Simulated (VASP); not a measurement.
# Sn3Se (Pm-3m) in VASP: notebook

The runs below take Sn3Se through relaxation of cell and atoms, with PBE.

Everything below comes from runs of VASP 6.6.1. Logs are shortened: lines on timing, memory, paths and dates and some standing lists are left out, and cuts for length are marked.

## 1. The cell of the first run

Symmetry: Pm-3m, No. 221, cubic system. The conventional cell has a = 4.656 Å, b = 4.656 Å, c = 4.656 Å, α = 90.00°, β = 90.00°, γ = 90.00°. Sn (site symmetry 4/mmm) has 8 Sn at 3.29 Å and 4 Se at 3.29 Å within 4.3 Å. Within 4.3 Å of Se (site symmetry m-3m) lie 12 Sn at 3.29 Å.

## 2. Relaxation of cell and atoms, PBE

Contents of INCAR:

```
SYSTEM = Sn3Se
  PREC = Accurate
  ENCUT = 600
  EDIFF = 1E-6
  ISMEAR = 0
  SIGMA = 0.1
  LREAL = .False.
  LASPH = .True.
  NELM = 80
  ALGO = Normal
  ISIF = 3
  LWAVE = .False.
  LCHARG = .False.
  GGA = PE
  IBRION = 2
  NSW = 100
  EDIFFG = -0.01
```

Contents of KPOINTS:

```
regular mesh
0
Gamma
  10 10 10
  0 0 0
```

Contents of POSCAR:

```
Sn3Se
1.0
    4.6561611891      0.0000000000      0.0000000000
    0.0000000000      4.6561611891      0.0000000000
    0.0000000000      0.0000000000      4.6561611891
Sn Se
3 1
Direct
    0.0000000000      0.5000000000      0.5000000000
    0.5000000000      0.0000000000      0.5000000000
    0.5000000000      0.5000000000      0.0000000000
    0.0000000000      0.0000000000      0.0000000000
```

Potentials or basis: VASP PAW PBE potentials, release 64 (Sn_d, Se).

Launch:

```
$ cat potpaw_PBE.64/Sn_d/POTCAR potpaw_PBE.64/Se/POTCAR > POTCAR
$ mpirun -np 1 vasp_std > vasp.out
```

OUTCAR:

```text
SYSTEM = Sn3Se
   PREC = Accurate
   ENCUT = 600
   EDIFF = 1E-6
   ISMEAR = 0
   LREAL = .False.
   LASPH = .True.
   NELM = 80
   ISIF = 3
   GGA = PE
   IBRION = 2
   NSW = 100
   EDIFFG = -0.01

 ion  position               nearest neighbor table
   1  0.000  0.500  0.500-   2 3.29   3 3.29   3 3.29   2 3.29   2 3.29   3 3.29   3 3.29   2 3.29

   2  0.500  0.000  0.500-   1 3.29   3 3.29   3 3.29   1 3.29   3 3.29   3 3.29   1 3.29   1 3.29

   3  0.500  0.500  0.000-   1 3.29   2 3.29   1 3.29   2 3.29   2 3.29   2 3.29   1 3.29   1 3.29

   4  0.000  0.000  0.000-

  LATTYP: Found a simple cubic cell.
 ALAT       =     4.6561611891

  Lattice vectors:

 A1 = (   4.6561611891,   0.0000000000,   0.0000000000)
 A2 = (   0.0000000000,   4.6561611891,   0.0000000000)
 A3 = (   0.0000000000,   0.0000000000,   4.6561611891)

Analysis of symmetry for initial positions (statically):
=====================================================================
 Subroutine PRICEL returns:
 Original cell was already a primitive cell.

 Routine SETGRP: Setting up the symmetry group for a
 simple cubic supercell.

 Subroutine GETGRP returns: Found 48 space group operations
 (whereof 48 operations were pure point group operations)
 out of a pool of 48 trial point group operations.

The static configuration has the point symmetry O_h .

Analysis of symmetry for dynamics (positions and initial velocities):
=====================================================================
 Subroutine PRICEL returns:
 Original cell was already a primitive cell.

 Routine SETGRP: Setting up the symmetry group for a
 simple cubic supercell.

 Subroutine GETGRP returns: Found 48 space group operations
 (whereof 48 operations were pure point group operations)
 out of a pool of 48 trial point group operations.

The dynamic configuration has the point symmetry O_h .

 Subroutine INISYM returns: Found 48 space group operations
 (whereof 48 operations are pure point group operations),
 and found     1 'primitive' translations

----------------------------------------------------------------------------------------

                                     Primitive cell

  volume of cell :     100.9448

  direct lattice vectors                    reciprocal lattice vectors
     4.656161189  0.000000000  0.000000000     0.214769197  0.000000000  0.000000000
     0.000000000  4.656161189  0.000000000     0.000000000  0.214769197  0.000000000
     0.000000000  0.000000000  4.656161189     0.000000000  0.000000000  0.214769197

  length of vectors
     4.656161189  4.656161189  4.656161189     0.214769197  0.214769197  0.214769197

  position of ions in fractional coordinates (direct lattice)
     0.000000000  0.500000000  0.500000000
     0.500000000  0.000000000  0.500000000
     0.500000000  0.500000000  0.000000000
     0.000000000  0.000000000  0.000000000

  ion indices of the primitive-cell ions
   primitive index   ion index
                 1           1
                 2           2
                 3           3
                 4           4

----------------------------------------------------------------------------------------

 KPOINTS: regular mesh

Automatic generation of k-mesh.
 Grid dimensions read from file:
 generate k-points for:   10   10   10

 Generating k-lattice:

  Cartesian coordinates                     Fractional coordinates (reciprocal lattice)
     0.021476920  0.000000000  0.000000000     0.100000000  0.000000000  0.000000000
     0.000000000  0.021476920  0.000000000     0.000000000  0.100000000  0.000000000
     0.000000000  0.000000000  0.021476920     0.000000000  0.000000000  0.100000000

  Length of vectors
     0.021476920  0.021476920  0.021476920

  Shift w.r.t. Gamma in fractional coordinates (k-lattice)
     0.000000000  0.000000000  0.000000000

 Subroutine IBZKPT returns following result:
 ===========================================

 Found     56 irreducible k-points:

 Following reciprocal coordinates:
            Coordinates               Weight
  0.000000  0.000000  0.000000      1.000000
  0.100000  0.000000  0.000000      6.000000
  0.200000  0.000000  0.000000      6.000000
  0.300000  0.000000  0.000000      6.000000
  0.400000  0.000000  0.000000      6.000000
  0.500000  0.000000  0.000000      3.000000
[... 16 lines left out ...]
  0.200000  0.100000  0.100000     24.000000
  0.300000  0.100000  0.100000     24.000000
 [... further k-points ...]
   k-points           NKPTS =     56   k-points in BZ     NKDIM =     56   number of bands    NBANDS=     28
   number of dos      NEDOS =    301   number of ions     NIONS =      4
   total plane-waves  NPLWV =  64000
   dimension x,y,z NGX =    40 NGY =   40 NGZ =   40
   dimension x,y,z NGXF=    80 NGYF=   80 NGZF=   80
   ions per type =               3   1
   NGX,Y,Z   is equivalent  to a cutoff of  14.28, 14.28, 14.28 a.u.
   NGXF,Y,Z  is equivalent  to a cutoff of  28.56, 28.56, 28.56 a.u.
 SYSTEM =  Sn3Se
   PREC   = accura    normal or accurate (medium, high low for compatibility)
   ISTART =      0    job   : 0-new  1-cont  2-samecut
   ICHARG =      2    charge: 1-file 2-atom 10-const
   ISPIN  =      1    spin polarized calculation?
   LNONCOLLINEAR =      F non collinear calculations
   LSORBIT =      F    spin-orbit coupling
   LASPH  =      T    aspherical Exc in radial PAW
   ENCUT  =  600.0 eV  44.10 Ry    6.64 a.u.   9.30  9.30  9.30*2*pi/ulx,y,z
   NELM   =     80;   NELMIN=  2; NELMDL= -5     # of ELM steps
   EDIFF  = 0.1E-05   stopping-criterion for ELM
   LREAL  =      F    real-space projection
   EDIFFG = -.1E-01   stopping-criterion for IOM
   NSW    =    100    number of steps for IOM
   IBRION =      2    ionic relax: 0-MD 1-quasi-New 2-CG
   NFREE  =      1    steps in history (QN), initial steepest desc. (CG)
   ISIF   =      3    stress and relaxation
   ISYM   =      2    0-nonsym 1-usesym 2-fastsym
   POTIM  = 0.5000    time-step for ionic-motion
   TEBEG  =    0.0;   TEEND  =   0.0 temperature during run
   PSTRESS=    0.0 pullay stress
   NELECT =      48.0000    total number of electrons
   NUPDOWN=      -1.0000    fix difference up-down
   EMIN   =  10.00;   EMAX   =-10.00  energy-range for DOS
   EFERMI =   0.00;   METHOD = LEGACY
   ISMEAR =     0;   SIGMA  =   0.10  broadening in eV -4-tet -1-fermi 0-gaus
   EFERMI_NEDOS =   21; number of points for ismear=-14 and -15
   IALGO  =     38    algorithm
   IMIX   =      4    mixing-type and parameters
     AMIX     =   0.40;   BMIX     =  1.00
     AMIX_MAG =   1.60;   BMIX_MAG =  1.00
  volume/ion in A,a.u.               =      25.24       170.30
  Fermi-wavevector in a.u.,A,eV,Ry     =   1.277793  2.414679 22.214986  1.632755
  Thomas-Fermi vector in A             =   2.410373
   LORBIT       =      0    0 simple, 1 ext, 2 COOP (PROOUT), +10 PAW based schemes
   GGA     = PE    functional components
   LHFCALC =     F    Hartree Fock is set to
   AEXX    =    0.0000 exact exchange contribution
   IVDW    =     0    specifies the selected vdW correction
   LEPSILON=     F    determine dielectric tensor
   LRPA    =     F    only Hartree local field effects (RPA)
 conjugate gradient relaxation of ions
 non-spin polarized calculation
 Gauss-broadening in eV      SIGMA  =   0.10
  energy-cutoff  :      600.00
  volume of cell :      100.94
 maximum number of plane-waves:      3407
 NGX is ok and might be reduce to    40
   NGX = 19   NGY = 19   NGZ = 19

--------------------------------------- Ionic step        1  -------------------------------------------

 number of electron      47.9999980 magnetization

 Free energy of the ion-electron system (eV)
  ---------------------------------------------------
  ext. energy  EPLUGINS =         0.00000000
  ---------------------------------------------------
  free energy    TOTEN  =       -14.77482610 eV

  energy without entropy =      -14.76067660  energy(sigma->0) =      -14.76775135

------------------------ aborting loop because EDIFF is reached ----------------------------------------

  FORCE on cell =-STRESS in cart. coord.  units (eV):
  Direction    XX          YY          ZZ          XY          YZ          ZX
  --------------------------------------------------------------------------------------
  -------------------------------------------------------------------------------------
  Total        2.0855246      2.0855246      2.0855246     -0.0000000     -0.0000000      0.0000000
  in kB       33.1010587     33.1010587     33.1010587     -0.0000000     -0.0000000      0.0000000
  external PRESSURE =      33.1010587 kB  Pullay stress =       0.0000000 kB
[... 61 lines left out ...]
  energy  without entropy=      -14.8219361996  energy(sigma->0) =      -14.82824157

--------------------------------------- Ionic step        3  -------------------------------------------

 number of electron      48.0000014 magnetization

 Free energy of the ion-electron system (eV)
  ---------------------------------------------------
  ext. energy  EPLUGINS =         0.00000000
  ---------------------------------------------------
  free energy    TOTEN  =       -14.83735623 eV

  energy without entropy =      -14.82453287  energy(sigma->0) =      -14.83094455

 E-fermi :   7.1936     XC(G=0): -10.1410

 val. band max:        7.1752692157   @ k =   0.3000   0.3000   0.2000
 cond. band min:       7.2139422357   @ k =   0.3000   0.3000   0.1000
 fundamental gap:      0.0386730200
 Fermi energy:         7.1935963835

 k-point     1 :       0.0000    0.0000    0.0000
  band No.  band energies     occupation
      1     -14.6375      2.00000
      2     -14.6375      2.00000
      3     -14.6375      2.00000
      4     -14.6183      2.00000
      5     -14.6183      2.00000
      6     -14.5848      2.00000
[... 733 lines left out ...]
     27       8.3825      0.00000
     28       9.4354      0.00000

 [... further k-points ...]

------------------------ aborting loop because EDIFF is reached ----------------------------------------

  FORCE on cell =-STRESS in cart. coord.  units (eV):
  Direction    XX          YY          ZZ          XY          YZ          ZX
  --------------------------------------------------------------------------------------
  -------------------------------------------------------------------------------------
  Total        0.0072624      0.0072624      0.0072624      0.0000000     -0.0000000     -0.0000000
  in kB        0.1084378      0.1084378      0.1084378      0.0000000     -0.0000000     -0.0000000
  external PRESSURE =       0.1084378 kB  Pullay stress =       0.0000000 kB
[... 19 lines left out ...]
  FREE ENERGIE OF THE ION-ELECTRON SYSTEM (eV)
  ---------------------------------------------------
  free  energy   TOTEN  =       -14.8373562308 eV

  energy  without entropy=      -14.8245328707  energy(sigma->0) =      -14.83094455

 reached required accuracy - stopping structural energy minimisation
```

Run time: 9.2 min. Hardware: 1 thread of Intel Xeon Platinum 8488C (Sapphire Rapids), shared host; peak memory 0.35 GiB.

What came out:

```
Free energy                           : -14.8374 eV
Relaxed volume                        : 26.83 Å³/atom
Relaxed cell                          : a = 4.752 Å, b = 4.752 Å, c = 4.752 Å, α = 90.00°, β = 90.00°, γ = 90.00°
Space group after relaxing (to 0.1 Å) : Pm-3m (No. 221)
Energy gained by relaxing             : 15.6 meV/atom
Ionic steps                           : 3
Pressure after relaxing               : 0.0 GPa
Band gap on the k mesh                : zero (bands 24 and 25 overlap by 2.43 eV)
```

Step by step:
```tsv
step	energy change (eV)	largest force (eV/Å)	pressure (GPa)	volume (Å³)
1	0.0000	0.0000	3.31	100.94
2	-0.0597	0.0000	-0.62	108.76
3	-0.0625	0.0000	0.01	107.30
```

Final structure:
```
Sn Se
1.0
     4.75192    0.00000    0.00000
     0.00000    4.75192    0.00000
     0.00000    0.00000    4.75192
Sn Se
3 1
Direct
  0.00000 0.50000 0.50000
  0.50000 0.00000 0.50000
  0.50000 0.50000 0.00000
  0.00000 0.00000 0.00000
```

Caveat: spin-orbit coupling is left out, which moves the levels of the heavy elements.

[end of part 1 of 2]

The gap in the log of VASP goes by the Fermi energy; the results here count the filled bands.